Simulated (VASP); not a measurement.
# Mg (I4/mmm) in VASP: a series of runs

Mg is run at these levels: PBEsol; tasks: single point.

Program: VASP 6.6.1. These are calculated values, not measurements. Logs are shortened: lines on timing, memory, paths and dates and some standing lists are left out, and cuts for length are marked.

## (1) The cell of the first run

The structure is tetragonal, space group I4/mmm (No. 139). The conventional cell has a = 2.864 Å, b = 2.864 Å, c = 2.953 Å, α = 90.00°, β = 90.00°, γ = 90.00°. Within 3.3 Å of Mg (site symmetry 4/mmm) lie 14 Mg at 2.51 to 2.95 Å.

## (2) Single point, PBEsol (equal xx and yy strain of -3 %)

File INCAR:

```
ALGO = Normal ; EDIFF = 1E-6
ENCUT = 520 ; GGA = PS
ISIF = 2 ; ISMEAR = -1
LASPH = True ; LCHARG = False
LREAL = False ; LWAVE = False
NBANDS = 7 ; NELM = 80
PREC = Accurate ; SIGMA = 0.05
```

File KPOINTS:

```
k-points
0
Gamma
  16 16 16
```

File POSCAR:

```
Mg
1.0
   -1.4322050000      1.4322050000      1.4765000000
    1.4322050000     -1.4322050000      1.4765000000
    1.4322050000      1.4322050000     -1.4765000000
Mg
1
Direct
    0.0000000000      0.0000000000      0.0000000000
```

Potentials or basis: VASP PAW PBE potentials, release 64 (Mg).

Run with:

```bash
> cat potpaw_PBE.64/Mg/POTCAR > POTCAR
> mpirun -np 1 vasp_std > vasp.out
```

OUTCAR:

```text
EDIFF = 1E-6
   ENCUT = 520
   GGA = PS
   ISIF = 2
   ISMEAR = -1
   LASPH = True
   LREAL = False
   NELM = 80
   PREC = Accurate

 ion  position               nearest neighbor table
   1  0.000  0.000  0.000-

  LATTYP: Found a body centered tetragonal cell.
 ALAT       =     2.8644100000
 C/A-ratio  =     1.0309278351

  Lattice vectors:

 A1 = (  -1.4322050000,   1.4322050000,   1.4765000000)
 A2 = (   1.4322050000,  -1.4322050000,   1.4765000000)
 A3 = (   1.4322050000,   1.4322050000,  -1.4765000000)

Analysis of symmetry for initial positions (statically):
=====================================================================
 Subroutine PRICEL returns:
 Original cell was already a primitive cell.

 Routine SETGRP: Setting up the symmetry group for a
 body centered tetragonal supercell.

 Subroutine GETGRP returns: Found 16 space group operations
 (whereof 16 operations were pure point group operations)
 out of a pool of 16 trial point group operations.

The static configuration has the point symmetry D_4h.

Analysis of symmetry for dynamics (positions and initial velocities):
=====================================================================
 Subroutine PRICEL returns:
 Original cell was already a primitive cell.

 Routine SETGRP: Setting up the symmetry group for a
 body centered tetragonal supercell.

 Subroutine GETGRP returns: Found 16 space group operations
 (whereof 16 operations were pure point group operations)
 out of a pool of 16 trial point group operations.

The dynamic configuration has the point symmetry D_4h.

 Subroutine INISYM returns: Found 16 space group operations
 (whereof 16 operations are pure point group operations),
 and found     1 'primitive' translations

----------------------------------------------------------------------------------------

                                     Primitive cell

  volume of cell :      12.1145

  direct lattice vectors                    reciprocal lattice vectors
    -1.432205000  1.432205000  1.476500000     0.000000000  0.349112034  0.338638673
     1.432205000 -1.432205000  1.476500000     0.349112034  0.000000000  0.338638673
     1.432205000  1.432205000 -1.476500000     0.349112034  0.349112034  0.000000000

  length of vectors
     2.506486500  2.506486500  2.506486500     0.486369574  0.486369574  0.493718973

[... 77 lines left out ...]
   NELM   =     80;   NELMIN=  2; NELMDL= -5     # of ELM steps
   EDIFF  = 0.1E-05   stopping-criterion for ELM
   LREAL  =      F    real-space projection
   EDIFFG = 0.1E-04   stopping-criterion for IOM
   NSW    =      0    number of steps for IOM
   IBRION =     -1    ionic relax: 0-MD 1-quasi-New 2-CG
   NFREE  =      0    steps in history (QN), initial steepest desc. (CG)
   ISIF   =      2    stress and relaxation
   ISYM   =      2    0-nonsym 1-usesym 2-fastsym
   POTIM  = 0.5000    time-step for ionic-motion
   TEBEG  =    0.0;   TEEND  =   0.0 temperature during run
   PSTRESS=    0.0 pullay stress
   NELECT =       2.0000    total number of electrons
   NUPDOWN=      -1.0000    fix difference up-down
   EMIN   =  10.00;   EMAX   =-10.00  energy-range for DOS
   EFERMI =   0.00;   METHOD = LEGACY
   ISMEAR =    -1;   SIGMA  =   0.05  broadening in eV -4-tet -1-fermi 0-gaus
   EFERMI_NEDOS =   21; number of points for ismear=-14 and -15
   IALGO  =     38    algorithm
   IMIX   =      4    mixing-type and parameters
     AMIX     =   0.40;   BMIX     =  1.00
     AMIX_MAG =   1.60;   BMIX_MAG =  1.00
  volume/ion in A,a.u.               =      12.11        81.75
  Fermi-wavevector in a.u.,A,eV,Ry     =   0.898084  1.697132 10.973842  0.806555
  Thomas-Fermi vector in A             =   2.020749
   LORBIT       =      0    0 simple, 1 ext, 2 COOP (PROOUT), +10 PAW based schemes
   GGA     = PS    functional components
   LHFCALC =     F    Hartree Fock is set to
   AEXX    =    0.0000 exact exchange contribution
   IVDW    =     0    specifies the selected vdW correction
   LEPSILON=     F    determine dielectric tensor
   LRPA    =     F    only Hartree local field effects (RPA)
 non-spin polarized calculation
  energy-cutoff  :      520.00
  volume of cell :       12.11
 maximum number of plane-waves:       337
   NGX =  9   NGY =  9   NGZ =  9

 number of electron       2.0000000 magnetization

 Free energy of the ion-electron system (eV)
  ---------------------------------------------------
  ext. energy  EPLUGINS =         0.00000000
  ---------------------------------------------------
  free energy    TOTEN  =        -0.20818542 eV

  energy without entropy =       -0.20580824  energy(sigma->0) =       -0.20699683

 E-fermi :   7.0311     XC(G=0): -10.8206

 val. band max:        7.0292714024   @ k =   0.3750   0.1875   0.0625
 cond. band min:       7.0384718621   @ k =   0.3125   0.3125   0.0625
 fundamental gap:      0.0092004596
 Fermi energy:         7.0310807568

 k-point     1 :       0.0000    0.0000    0.0000
  band No.  band energies     occupation
      1      -3.1463      2.00000
      2      24.6763      0.00000
      3      24.6763      0.00000
      4      25.5946      0.00000
      5      27.3373      0.00000
      6      28.3611      0.00000
      7      29.2694      0.00000
[... 221 lines left out ...]
 k-point    24 :      -0.0625    0.0625    0.0000
  band No.  band energies     occupation
      1      -3.0012      2.00000
      2      23.8681      0.00000
      3      24.1993      0.00000
      4      24.5210      0.00000
      5      26.5457      0.00000
      6      27.2177      0.00000
      7      30.3630      0.00000

 [... further k-points ...]

------------------------ aborting loop because EDIFF is reached ----------------------------------------

  FORCE on cell =-STRESS in cart. coord.  units (eV):
  Direction    XX          YY          ZZ          XY          YZ          ZX
  --------------------------------------------------------------------------------------
  -------------------------------------------------------------------------------------
  Total        5.8746089      5.8746089      5.6616943      0.0000000      0.0000000      0.0000000
  in kB      776.9368685    776.9368685    748.7781938      0.0000000      0.0000000      0.0000000
  external PRESSURE =     767.5506436 kB  Pullay stress =       0.0000000 kB

 VOLUME and BASIS-vectors are now :
 -----------------------------------------------------------------------------
  energy-cutoff  :      520.00
  volume of cell :       12.11
      direct lattice vectors                 reciprocal lattice vectors
    -1.432205000  1.432205000  1.476500000     0.000000000  0.349112034  0.338638673
     1.432205000 -1.432205000  1.476500000     0.349112034  0.000000000  0.338638673
     1.432205000  1.432205000 -1.476500000     0.349112034  0.349112034  0.000000000

 POSITION                                       TOTAL-FORCE (eV/Angst)
 -----------------------------------------------------------------------------------
      0.00000      0.00000      0.00000        -0.000000      0.000000      0.000000
 -----------------------------------------------------------------------------------
    total drift:                                0.000000      0.000000     -0.000000

  FREE ENERGIE OF THE ION-ELECTRON SYSTEM (eV)
  ---------------------------------------------------
  free  energy   TOTEN  =        -0.2081854200 eV

  energy  without entropy=       -0.2058082383  energy(sigma->0) =       -0.20699683
```

Wall time 14 s (1 thread of Intel Xeon Platinum 8375C at 2.90GHz (Ice Lake), shared host); peak memory 0.14 GiB.

Results:

```
Free energy            : -0.2082 eV
Pressure               : 76.8 GPa
Band gap on the k mesh : zero (bands 1 and 2 overlap by 4.62 eV)
```

Caveat: the cell differs from its parent crystal (equal xx and yy strain of -3 %); the cell stands under pressure; the PAW data sets were made with another functional, which shifts forces and pressure a little.

## (3) Single point, PBEsol (equal xx and yy strain of -1 %)

File INCAR:

```
PREC = Accurate
ENCUT = 520
EDIFF = 1E-6
ISMEAR = -1
SIGMA = 0.05
LREAL = F
LASPH = T
NELM = 60
ALGO = Normal
ISIF = 2
LWAVE = F
LCHARG = F
GGA = PS
NBANDS = 7
```

File KPOINTS:

```
regular mesh
0
Gamma
  16 16 16
```

File POSCAR:

```
Mg
1.0
   -1.4617350000      1.4617350000      1.4765000000
    1.4617350000     -1.4617350000      1.4765000000
    1.4617350000      1.4617350000     -1.4765000000
Mg
1
Direct
    0.0000000000      0.0000000000      0.0000000000
```

Potentials or basis: VASP PAW PBE potentials, release 64 (Mg).

Run with:

```bash
> cat potpaw_PBE.64/Mg/POTCAR > POTCAR
> mpirun -np 1 vasp_std > vasp.out
```

Wall time 14 s (1 thread of Intel Xeon Platinum 8375C at 2.90GHz (Ice Lake), shared host); peak memory 0.15 GiB.

It converged, with:

```yaml
Free_energy: -0.4349 eV
Pressure: 66.2 GPa
Band_gap_on_the_k_mesh: zero (bands 1 and 2 overlap by 4.77 eV)
```

Stress tensor (GPa, compression positive):
```
66.45  0.00  0.00
 0.00 66.45  0.00
 0.00  0.00 65.62
```

Levels at points of the mesh, in eV from the Fermi level:
| k point | band 1 | band 2 | band 3 | band 4 | band 5 | band 6 |
| --- | --- | --- | --- | --- | --- | --- |
| (0.00, 0.00, 0.00) | -9.94 | 17.49 | 17.49 | 17.79 | 20.23 | 20.56 |
| (0.50, 0.00, 0.00) | -2.36 | -0.95 | 11.01 | 14.91 | 15.44 | 17.72 |
| (0.50, 0.50, 0.00) | -2.29 | -0.87 | 10.75 | 14.67 | 15.16 | 17.74 |
| (0.50, 0.50, 0.50) | 3.82 | 3.97 | 6.04 | 6.40 | 6.40 | 16.05 |

Caveat: the cell differs from its parent crystal (equal xx and yy strain of -1 %); the cell stands under pressure; the PAW data sets were made with another functional, which shifts forces and pressure a little.
